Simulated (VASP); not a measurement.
# Mg in VASP: a series of runs, part 2 of 2

VASP 6.6.1. Earlier steps stand in the parts before.

### Step 5. Single point, r2SCAN

This run uses another cell than the first one, of 23.06 Å³/atom.

Input file POSCAR:

```
Mg
1.0
    0.0000000000      2.2667026000      2.2442600000
    2.2667026000      0.0000000000      2.2442600000
    2.2667026000      2.2667026000      0.0000000000
Mg
1
Direct
    0.0000000000      0.0000000000      0.0000000000
```

Input file INCAR.step1:

```
SYSTEM = Mg
PREC     = Accurate       ! precision mode
ENCUT    = 520            ! plane-wave cutoff, eV
ISMEAR   = 1              ! smearing method
SIGMA    = 0.1            ! smearing width, eV
LREAL    = .FALSE.        ! projectors in reciprocal space
LASPH    = .TRUE.         ! aspherical terms in the spheres
NELM     = 60             ! most SCF steps
NBANDS   = 7              ! bands
GGA      = PE             ! functional
ALGO     = Normal         ! electronic algorithm
EDIFF    = 1E-4           ! SCF threshold, eV
LWAVE    = .TRUE.         ! write WAVECAR
LCHARG   = .FALSE.        ! write CHGCAR
```

Input file INCAR.step2:

```
SYSTEM = Mg
PREC     = Accurate       ! precision mode
ENCUT    = 520            ! plane-wave cutoff, eV
EDIFF    = 1E-6           ! SCF threshold, eV
ISMEAR   = 1              ! smearing method
SIGMA    = 0.1            ! smearing width, eV
LREAL    = .FALSE.        ! projectors in reciprocal space
LASPH    = .TRUE.         ! aspherical terms in the spheres
NELM     = 60             ! most SCF steps
ALGO     = Normal         ! electronic algorithm
ISIF     = 2              ! what is computed and relaxed
LWAVE    = .FALSE.        ! write WAVECAR
LCHARG   = .FALSE.        ! write CHGCAR
METAGGA  = R2SCAN         ! meta-GGA
LMIXTAU  = .TRUE.       
NBANDS   = 7              ! bands
ISTART   = 1
```

Input file KPOINTS:

```
regular mesh
0
G
  13 13 13
  0 0 0
```

Potentials or basis: VASP PAW PBE potentials, release 64 (Mg).

The run is started by

```sh
$ cat potpaw_PBE.64/Mg/POTCAR > POTCAR
$ cp INCAR.step1 INCAR
$ mpirun -np 1 vasp_std > vasp.out
$ cp INCAR.step2 INCAR
$ mpirun -np 1 vasp_std > vasp.out
```

OUTCAR:

```text
SYSTEM = Mg
   PREC = Accurate
   ENCUT = 520
   EDIFF = 1E-6
   ISMEAR = 1
   LREAL = .FALSE.
   LASPH = .TRUE.
   NELM = 60
   ISIF = 2
   METAGGA = R2SCAN
   ISTART = 1

 ion  position               nearest neighbor table
   1  0.000  0.000  0.000-

  LATTYP: Found a body centered tetragonal cell.
 ALAT       =     3.2056015588
 C/A-ratio  =     1.4002114479

  Lattice vectors:

 A1 = (   0.0000000000,  -2.2667026000,  -2.2442600000)
 A2 = (   0.0000000000,   2.2667026000,  -2.2442600000)
 A3 = (   2.2667026000,   0.0000000000,   2.2442600000)

Analysis of symmetry for initial positions (statically):
=====================================================================
 Subroutine PRICEL returns:
 Original cell was already a primitive cell.

 Routine SETGRP: Setting up the symmetry group for a
 body centered tetragonal supercell.

 Subroutine GETGRP returns: Found 16 space group operations
 (whereof 16 operations were pure point group operations)
 out of a pool of 16 trial point group operations.

The static configuration has the point symmetry D_4h.

Analysis of symmetry for dynamics (positions and initial velocities):
=====================================================================
 Subroutine PRICEL returns:
 Original cell was already a primitive cell.

 Routine SETGRP: Setting up the symmetry group for a
 body centered tetragonal supercell.

 Subroutine GETGRP returns: Found 16 space group operations
 (whereof 16 operations were pure point group operations)
 out of a pool of 16 trial point group operations.

The dynamic configuration has the point symmetry D_4h.

 Subroutine INISYM returns: Found 16 space group operations
 (whereof 16 operations are pure point group operations),
 and found     1 'primitive' translations

----------------------------------------------------------------------------------------

                                     Primitive cell

  volume of cell :      23.0617
[... 102 lines left out ...]
   ISMEAR =     1;   SIGMA  =   0.10  broadening in eV -4-tet -1-fermi 0-gaus
   EFERMI_NEDOS =   21; number of points for ismear=-14 and -15
   IALGO  =     38    algorithm
   IMIX   =      4    mixing-type and parameters
     AMIX     =   0.40;   BMIX     =  1.00
     AMIX_MAG =   1.60;   BMIX_MAG =  1.00
  volume/ion in A,a.u.               =      23.06       155.63
  Fermi-wavevector in a.u.,A,eV,Ry     =   0.724637  1.369366  7.144411  0.525099
  Thomas-Fermi vector in A             =   1.815157
   LORBIT       =      0    0 simple, 1 ext, 2 COOP (PROOUT), +10 PAW based schemes
   METAGGA = R2SCAN    functional components
   LHFCALC =     F    Hartree Fock is set to
   AEXX    =    0.0000 exact exchange contribution
   IVDW    =     0    specifies the selected vdW correction
   LEPSILON=     F    determine dielectric tensor
   LRPA    =     F    only Hartree local field effects (RPA)
 non-spin polarized calculation
 Methfessel and Paxton  Order N= 1 SIGMA  =   0.10
  energy-cutoff  :      520.00
  volume of cell :       23.06
 maximum number of plane-waves:       633
   NGX = 11   NGY = 11   NGZ = 11

 number of electron       2.0000000 magnetization

 Free energy of the ion-electron system (eV)
  ---------------------------------------------------
  ext. energy  EPLUGINS =         0.00000000
  ---------------------------------------------------
  free energy    TOTEN  =        -4.12897566 eV

  energy without entropy =       -4.12918728  energy(sigma->0) =       -4.12904620

 E-fermi :   2.5610     XC(G=0):  -9.0282

 val. band max:        2.5495330588   @ k =  -0.3077   0.0769   0.3846
 cond. band min:       2.5786416158   @ k =  -0.3077   0.3846   0.3077
 fundamental gap:      0.0291085570
 Fermi energy:         2.5610419353

 k-point     1 :       0.0000    0.0000    0.0000
  band No.  band energies     occupation
      1      -4.7503      2.00000
      2      15.7479      0.00000
      3      15.7480      0.00000
      4      15.8233      0.00000
      5      17.9865      0.00000
      6      18.0058      0.00000
      7      18.0058      0.00000
[... 221 lines left out ...]
 k-point    24 :       0.4615    0.1538    0.0000
  band No.  band energies     occupation
      1      -0.3512      2.00000
      2       3.6626     -0.00000
      3      11.1360      0.00000
      4      12.1847      0.00000
      5      13.7224      0.00000
      6      19.0281      0.00000
      7      20.8629      0.00000

 [... further k-points ...]
[... 5 lines left out ...]
  --------------------------------------------------------------------------------------
  -------------------------------------------------------------------------------------
  Total       -0.1040076     -0.1040076     -0.1288066      0.0000000      0.0000000      0.0000000
  in kB       -7.2257567     -7.2257567     -8.9486289      0.0000000      0.0000000      0.0000000
  external PRESSURE =      -7.8000474 kB  Pullay stress =       0.0000000 kB

 VOLUME and BASIS-vectors are now :
 -----------------------------------------------------------------------------
  energy-cutoff  :      520.00
  volume of cell :       23.06
      direct lattice vectors                 reciprocal lattice vectors
     0.000000000  2.266702600  2.244260000    -0.220584738  0.220584738  0.222790586
     2.266702600  0.000000000  2.244260000     0.220584738 -0.220584738  0.222790586
     2.266702600  2.266702600  0.000000000     0.220584738  0.220584738 -0.222790586

 POSITION                                       TOTAL-FORCE (eV/Angst)
 -----------------------------------------------------------------------------------
      0.00000      0.00000      0.00000         0.000000     -0.000000      0.000000
 -----------------------------------------------------------------------------------
    total drift:                               -0.000000      0.000000     -0.000000

  FREE ENERGIE OF THE ION-ELECTRON SYSTEM (eV)
  ---------------------------------------------------
  free  energy   TOTEN  =        -4.1289756641 eV

  energy  without entropy=       -4.1291872756  energy(sigma->0) =       -4.12904620
```

OUTCAR.step1:

```text
SYSTEM = Mg
   PREC = Accurate
   ENCUT = 520
   ISMEAR = 1
   LREAL = .FALSE.
   LASPH = .TRUE.
   NELM = 60
[... 457 lines left out ...]
 -----------------------------------------------------------------------------------
      0.00000      0.00000      0.00000         0.000000      0.000000      0.000000
 -----------------------------------------------------------------------------------
    total drift:                                0.000000      0.000000     -0.000000

  FREE ENERGIE OF THE ION-ELECTRON SYSTEM (eV)
  ---------------------------------------------------
  free  energy   TOTEN  =        -1.4938134472 eV

  energy  without entropy=       -1.4937967970  energy(sigma->0) =       -1.49380790
```

Wall time 2.7 min (1 thread of AMD EPYC 7R13, shared host); peak memory 0.13 GiB.

What came out:

| Item | Value |
| --- | --- |
| Free energy | -4.1290 eV |
| Pressure | -0.8 GPa |
| Band gap on the k mesh | zero (bands 1 and 2 overlap by 1.92 eV) |

Stress tensor (GPa, compression positive):
```
-0.72  0.00  0.00
 0.00 -0.72  0.00
 0.00  0.00 -0.89
```

Levels at points of the mesh, in eV from the Fermi level:
| k point | band 1 | band 2 | band 3 | band 4 | band 5 |
| --- | --- | --- | --- | --- | --- |
| (0.00, 0.00, 0.00) | -7.31 | 13.19 | 13.19 | 13.26 | 15.43 |

Caveat: the PAW data sets were made with another functional, which shifts forces and pressure a little.

### Step 6. Single point, r2SCAN

This run uses another cell than the first one, of 23.52 Å³/atom.

Input file POSCAR:

```
Mg
1.0
    0.0000000000      2.2891452000      2.2442600000
    2.2891452000      0.0000000000      2.2442600000
    2.2891452000      2.2891452000      0.0000000000
Mg
1
Direct
    0.0000000000      0.0000000000      0.0000000000
```

Input file INCAR.step1:

```
SYSTEM = Mg
ALGO = Normal
EDIFF = 1E-4
ENCUT = 520
GGA = PE
ISMEAR = 1
LASPH = .TRUE.
LCHARG = .FALSE.
LREAL = .FALSE.
LWAVE = .TRUE.
NBANDS = 7
NELM = 60
PREC = Accurate
SIGMA = 0.1
```

Input file INCAR.step2:

```
SYSTEM = Mg
ALGO = Normal
EDIFF = 1E-7
ENCUT = 520
ISIF = 2
ISMEAR = 1
ISTART = 1
LASPH = .TRUE.
LCHARG = .FALSE.
LMIXTAU = .TRUE.
LREAL = .FALSE.
LWAVE = .FALSE.
METAGGA = R2SCAN
NBANDS = 7
NELM = 60
PREC = Accurate
SIGMA = 0.1
```

Input file KPOINTS:

```
k-points
0
G
  13 13 13
  0 0 0
```

Potentials or basis: VASP PAW PBE potentials, release 64 (Mg).

The run is started by

```sh
$ cat potpaw_PBE.64/Mg/POTCAR > POTCAR
$ cp INCAR.step1 INCAR
$ mpirun -np 1 vasp_std > vasp.out
$ cp INCAR.step2 INCAR
$ mpirun -np 1 vasp_std > vasp.out
```

Run time: 3.2 min. Hardware: 1 thread of AMD EPYC 7R13, shared host; peak memory 0.13 GiB.

It converged, with:

| Property | Result |
| --- | --- |
| Free energy | -4.1257 eV |
| Pressure | -1.5 GPa |
| Band gap on the k mesh | zero (bands 1 and 2 overlap by 2.01 eV) |

Stress tensor (GPa, compression positive):
```
-1.51  0.00  0.00
 0.00 -1.51  0.00
 0.00  0.00 -1.42
```

Levels at points of the mesh, in eV from the Fermi level:
```tsv
k point	band 1	band 2	band 3	band 4	band 5	band 6
(0.00, 0.00, 0.00)	-7.27	12.99	12.99	13.14	15.13	15.17
```

Caveat: the PAW data sets were made with another functional, which shifts forces and pressure a little.

### Step 7. Overview

```tsv
cell	gap on the mesh (eV)	pressure (GPa)
a = 3.174 Å, angles 60.0°, 1 atom	none	0.0
a = 3.142, b = 3.142, c = 3.110 Å, angles 60.3, 60.3, 59.3°, 1 atom	none	1.7
a = 3.158, b = 3.158, c = 3.142 Å, angles 60.2, 60.2, 59.7°, 1 atom	none	0.8
a = 3.190, b = 3.190, c = 3.206 Å, angles 59.8, 59.8, 60.3°, 1 atom	none	-0.8
a = 3.206, b = 3.206, c = 3.237 Å, angles 59.7, 59.7, 60.7°, 1 atom	none	-1.5
```

Alike in all rows: task single point; level r2SCAN; potentials or basis VASP PAW PBE potentials, release 64 (Mg); no spin polarisation; k mesh 13 × 13 × 13; cutoff (eV) 520; smearing methfessel-paxton 0.1 eV.

Caveats: the PAW data sets were made with another functional, which shifts forces and pressure a little.

Absolute energies hang on the potentials; compare differences alone.
